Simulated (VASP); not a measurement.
Set up this calculation in VASP 6.6.1, as the native input.

- Task: single point
- Functional: PBE
- Potentials or basis: VASP PAW PBE potentials, release 64 (Hg)
- Cutoff: 520 eV
- k mesh: 4 × 4 × 4
- Occupations: fermi-dirac, width 0.15 eV
- Spin: non-collinear spin, zero start, spin-orbit coupling
- Starting moments: [[0, 0, 0]] μB
- Dipole correction: no
- Further INCAR settings: ALGO = Normal; EDIFF = 1e-06; NBANDS = 23

The structure of Hg lies in POSCAR:

```
Hg
1.0
    0.0000000000      2.5198000000      2.5198000000
    2.5198000000      0.0000000000      2.5198000000
    2.5198000000      2.5198000000      0.0000000000
Hg
1
Direct
    0.0000000000      0.0000000000      0.0000000000
```

One way to write it, as run:

INCAR

```
SYSTEM = Hg
ALGO     = Normal         ! electronic algorithm
EDIFF    = 1E-6           ! SCF threshold, eV
ENCUT    = 520            ! plane-wave cutoff, eV
GGA      = PE             ! functional
GGA_COMPAT= .FALSE.      
ISIF     = 2              ! what is computed and relaxed
ISMEAR   = -1             ! smearing method
LASPH    = .TRUE.         ! aspherical terms in the spheres
LCHARG   = .TRUE.         ! write CHGCAR
LORBIT   = 11             ! projections on sites
LORBMOM  = .TRUE.       
LREAL    = .FALSE.        ! projectors in reciprocal space
LSORBIT  = .TRUE.         ! spin-orbit coupling
LVHAR    = .TRUE.       
LWAVE    = .FALSE.        ! write WAVECAR
MAGMOM   = 0 0 0          ! initial moments
NBANDS   = 23             ! bands
NELM     = 150            ! most SCF steps
PREC     = Accurate       ! precision mode
SIGMA    = 0.15           ! smearing width, eV
```

KPOINTS

```
k-points
0
G
  4 4 4
  0 0 0
```

Potentials or basis: VASP PAW PBE potentials, release 64 (Hg).

Run with:

```bash
$ cat potpaw_PBE.64/Hg/POTCAR > POTCAR
$ mpirun -np 1 vasp_ncl > vasp.out
```

It gave:

```json
{
  "Pressure": "-1.6 GPa",
  "Net moment": "0.00 μB per cell",
  "Valence electrons inside the program's atomic spheres": "Hg 10.40"
}
```

Caveat: the k points lie up to 0.54 Å⁻¹ apart.

Wall time 12 s on 1 thread of AMD EPYC 9R45 (Zen 5), with other jobs on the host, peak memory 0.19 GiB.
